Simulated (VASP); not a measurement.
Here is a VASP 6.6.1 calculation.

INCAR

```
SYSTEM = CoSi2
PREC = Accurate ; ENCUT = 520
EDIFF = 1E-6 ; ISMEAR = 0
SIGMA = 0.15 ; LREAL = .False.
LASPH = .True. ; NELM = 80
ALGO = Normal ; ISIF = 2
LWAVE = .False. ; LCHARG = .False.
GGA = PE ; NBANDS = 16
```

Contents of KPOINTS:

```
regular mesh
0
Gamma
  16 16 16
  0 0 0
```

The input POSCAR:

```
CoSi2
1.0
    0.0000000000      2.6129405832      2.5459421067
    2.6129405832      0.0000000000      2.5459421067
    2.6129405832      2.6129405832      0.0000000000
Co Si
1 2
Direct
    0.0000000000      0.0000000000      0.0000000000
    0.2500000000      0.2500000000      0.2500000000
    0.7500000000      0.7500000000      0.7500000000
```

Potentials or basis: VASP PAW PBE potentials, release 64 (Co, Si).

Command:

```sh
$ cat potpaw_PBE.64/Co/POTCAR potpaw_PBE.64/Si/POTCAR > POTCAR
$ mpirun -np 1 vasp_std > vasp.out
```

(1) What does it give for the pressure?

Results:

(1) 22.8 GPa.

Caveat: the cell differs from its parent crystal (strain -0.025 along x and y, -0.050 along z).
